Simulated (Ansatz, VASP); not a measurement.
## Two plane-wave programs on W

The input INCAR:

```
SYSTEM = W
PREC = Accurate ; ENCUT = 520
EDIFF = 1E-6 ; ISMEAR = 0
SIGMA = 0.15 ; LREAL = .FALSE.
LASPH = .TRUE. ; NELM = 100
ALGO = Fast ; ISIF = 2
LWAVE = .FALSE. ; LCHARG = .FALSE.
GGA = PE ; NBANDS = 13
```

File KPOINTS:

```
regular mesh
0
G
  20 20 20
  0 0 0
```

POSCAR

```
W
1.0
   -1.6771650000      1.6771650000      1.6771650000
    1.6771650000     -1.6771650000      1.6771650000
    1.6771650000      1.6771650000     -1.6771650000
W
1
Direct
    0.0000000000      0.0000000000      0.0000000000
```

Input for Ansatz:

```yaml
crystal:
  lattice:
    - [-1.677165, 1.677165, 1.677165]
    - [1.677165, -1.677165, 1.677165]
    - [1.677165, 1.677165, -1.677165]
  atoms:
    - { symbol: W, position: [0.0, 0.0, 0.0] }
basis:
  ecutwfc: 420
kpoints:
  mp_grid: { grid: [20, 20, 20] }
hamiltonian:
  xc: pbe
scf:
  occupations: { method: gaussian, width: 0.15 }
output:
  forces: true
  stress: true
  eigenvalues: true
```

Change from the starting cell: strain +0.050 along x and y, +0.050 along z, atoms carried along.

Alike in both runs: task single point; functional PBE; k mesh 20 × 20 × 20; occupations gaussian, width 0.15 eV; no spin polarisation.

|  | VASP | Ansatz |
| --- | --- | --- |
| version | VASP 6.6.1 | Ansatz 0.2.0 |
| potentials or method | VASP PAW PBE potentials, release 64 (W_sv), cutoff 520 eV | scalar-relativistic, plane waves, PAW |
| valence electrons in the cell | 14 | 14 |

|  | VASP | Ansatz | Ansatz less VASP |
| --- | --- | --- | --- |
| gap on the k mesh at the Fermi level (eV) | none | none | - |
| pressure (GPa) | -33.8 | -34.0 | -0.20 |

A gap of «none» marks a metal or a gap that the smearing closes. Both programs put the cell under strong tension, so it lies far from rest at this level.

Spin-orbit coupling is off throughout. Noted on VASP's run: the cell as given lies far from equilibrium.
